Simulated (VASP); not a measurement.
MgO: relaxation of cell and atoms with PBE

Crystal: MgO.

```
Mg O
1.0
     0.00000    2.10500    2.10500
     2.10500    0.00000    2.10500
     2.10500    2.10500    0.00000
Mg O
1 1
Direct
  0.00000 0.00000 0.00000
  0.50000 0.50000 0.50000
```

```json
{
  "Program": "VASP 6.6.1",
  "Task": "relaxation of cell and atoms",
  "Functional": "PBE",
  "Potentials or basis": "VASP PAW PBE potentials, release 64 (Mg, O)",
  "Cutoff": "600 eV",
  "k mesh": "10 × 10 × 10",
  "Occupations": "gaussian, width 0.02 eV",
  "Spin": "no spin polarisation",
  "Dipole correction": "no",
  "Further INCAR settings": "ALGO = Normal; EDIFF = 1e-07; IBRION = 2; EDIFFG = -0.002; NSW = 100; ISIF = 3"
}
```

* Relaxed volume: 9.56 Å³/atom
* Relaxed cell: a = 3.002 Å, b = 3.002 Å, c = 3.002 Å, α = 60.00°, β = 60.00°, γ = 60.00°
* Space group after relaxing (to 0.1 Å): Fm-3m (No. 225)
* Energy gained by relaxing: 2.8 meV/atom
* Ionic steps: 3
* Pressure after relaxing: 0.0 GPa
* Band gap on the k mesh: 4.50 eV

The path:
```csv
step,energy change (eV),largest force (eV/Å),pressure (GPa),volume (Å³)
1,0.0000,0.0000,3.95,18.65
2,-0.0050,0.0000,-1.24,19.28
3,-0.0057,0.0000,0.01,19.12
```

Final structure:
```xyz
2
Lattice="0.0000 2.1225 2.1225 2.1225 0.0000 2.1225 2.1225 2.1225 0.0000" Properties=species:S:1:pos:R:3 pbc="T T T"
Mg    0.0000    0.0000    0.0000
O     2.1225    2.1225    2.1225
```

Levels at points of the mesh, in eV from the valence-band top:
```tsv
k point	band 1	band 2	band 3	band 4	band 5	band 6	band 7	band 8
(0.00, 0.00, 0.00)	-17.14	0.00	0.00	0.00	4.50	15.67	15.67	15.67
(0.50, 0.00, 0.00)	-15.92	-4.51	-0.63	-0.63	7.75	12.34	16.07	16.07
(0.50, 0.50, 0.00)	-15.67	-3.99	-1.32	-1.32	9.09	9.72	12.85	18.62
```

It took 29 s on 1 thread of Intel Xeon 8259CL, with other jobs on the host, peak memory 0.15 GiB.

As with any semilocal functional, this PBE gap is likely too small. Zero-point motion and thermal expansion aren't in these numbers.
